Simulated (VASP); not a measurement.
Runs of VASP 6.6.1 on Al. The structure is that of space group Fm-3m (No. 225), or close to it. The cells are those of the table. 

| cell | further INCAR settings | gap on the mesh (eV) | pressure (GPa) |
| --- | --- | --- | --- |
| a = 2.862, b = 2.889 Å, angles 59.7, 59.4, 59.7°, 1 atom | ALGO = Fast; EDIFF = 1e-07; NBANDS = 8 | none | -1.8 |
| a = 2.863, b = 2.755 Å, angles 61.2, 62.5, 61.2°, 1 atom | ALGO = Fast; EDIFF = 1e-07; NBANDS = 8 | none | -1.3 |
| a = 2.863, b = 2.916 Å, angles 59.4, 58.8, 59.4°, 1 atom | ALGO = Fast; EDIFF = 1e-06; NBANDS = 8 | none | -1.7 |
| a = 2.863, b = 2.943 Å, angles 59.1, 58.1, 59.1°, 1 atom | ALGO = Fast; EDIFF = 1e-06; NBANDS = 8 | none | (a) |

Alike in all rows: task single point; level PBEsol; potentials or basis VASP PAW PBE potentials, release 64 (Al); no spin polarisation; k mesh 20 × 20 × 20; cutoff (eV) 520; smearing gaussian 0.15 eV.

Problem. Estimate the missing entries.

Solution. (a) -1.6.

Caveats: the PAW data sets were made with another functional, which shifts forces and pressure a little.

A gap of «none» marks levels without a gap at the run's occupations.
